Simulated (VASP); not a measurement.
The system is SrO.

```
Sr O
1.0
     3.10287    0.08719    0.00000
     0.08719    3.10287    0.00000
     0.00000    0.00000    3.10287
Sr O
1 1
Direct
  0.00000 0.00000 0.00000
  0.50000 0.50000 0.50000
```

This cell differs from its parent crystal: shear xy strain +5.6%.

Base run:

* Program: VASP 6.6.1
* Functional: r2SCAN
* Potentials or basis: VASP PAW PBE potentials, release 64 (Sr_sv, O)
* Cutoff: 520 eV
* k mesh: 8 × 8 × 8
* Occupations: gaussian, width 0.01 eV
* Spin: no spin polarisation

Its results: band gap on the k mesh 3.25 eV, indirect (least direct gap 3.30 eV); pressure 1.2 GPa.

Q: The run is repeated on the same cell with these changes: functional from r2SCAN to PBE; occupations from gaussian, width 0.01 eV to fermi-dirac, width 0.02 eV. What comes out?

A: Band gap on the k mesh 2.76 eV, indirect (least direct gap 2.81 eV); pressure 4.0 GPa.

Caveats: the PAW data sets were made with another functional, which shifts forces and pressure a little (some runs).

A k mesh can miss the band edges.
